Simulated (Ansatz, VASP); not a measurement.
# Sn: VASP beside Ansatz

Contents of POSCAR:

```
Sn
1.0
    3.3479112336      3.3479112336      0.0000000000
   -3.3479112336      3.3479112336      0.0000000000
    0.0000000000      0.0000000000      6.6958224671
Sn
4
Direct
    0.0000000000      0.0000000000      0.5000000000
    0.0000000000      0.5000000000      0.2500000000
    0.5000000000      0.5000000000      0.0000000000
    0.5000000000      0.0000000000      0.7500000000
```

The input INCAR.step1:

```
SYSTEM = Sn
ALGO = Normal
EDIFF = 1E-4
ENCUT = 520
GGA = PE
ISMEAR = 0
LASPH = .True.
LCHARG = .False.
LREAL = .False.
LWAVE = .True.
NBANDS = 36
NELM = 60
PREC = Accurate
SIGMA = 0.1
```

File INCAR.step2:

```
SYSTEM = Sn
ALGO = Normal
EDIFF = 1E-7
ENCUT = 520
ISIF = 2
ISMEAR = 0
ISTART = 1
LASPH = .True.
LCHARG = .True.
LELF = .True.
LMIXTAU = .True.
LREAL = .False.
LVHAR = .True.
LWAVE = .False.
METAGGA = R2SCAN
NBANDS = 36
NELM = 60
PREC = Accurate
SIGMA = 0.1
```

Contents of KPOINTS:

```
k-points
0
Gamma
  12 12 8
  0 0 0
```

Input for Ansatz:

```yaml
crystal:
  lattice:
    - [3.3479112336, 3.3479112336, 0.0]
    - [-3.3479112336, 3.3479112336, 0.0]
    - [0.0, 0.0, 6.6958224671]
  atoms:
    - { symbol: Sn, position: [0.0, 0.0, 0.5] }
    - { symbol: Sn, position: [0.0, 0.5, 0.25] }
    - { symbol: Sn, position: [0.5, 0.5, 0.0] }
    - { symbol: Sn, position: [0.5, 0.0, 0.75] }
basis:
  ecutwfc: 500
kpoints:
  mp_grid: { grid: [12, 12, 8] }
hamiltonian:
  xc: r2scan
scf:
  occupations: { method: gaussian, width: 0.1 }
output:
  forces: true
  stress: true
  eigenvalues: true
```

Change from the starting cell: equal strain along all axes, cell held, atoms relaxed: +2.0 %.

Alike in both runs: task single point; functional r2SCAN; k mesh 12 × 12 × 8; occupations gaussian, width 0.1 eV; no spin polarisation.

|  | VASP | Ansatz |
| --- | --- | --- |
| version | VASP 6.6.1 | Ansatz 0.2.0 |
| potentials or method | VASP PAW PBE potentials, release 64 (Sn_d), cutoff 520 eV | scalar-relativistic, plane waves, PAW |
| valence electrons in the cell | 56 | 56 |

```csv
,VASP,Ansatz,Ansatz less VASP
gap on the k mesh at the Fermi level (eV),none,none,-
pressure (GPa),-2.2,-2.2,+0.04
```

VASP's potentials were made for PBE, not for r2SCAN. A gap of «none» marks a metal or a gap that the smearing closes.
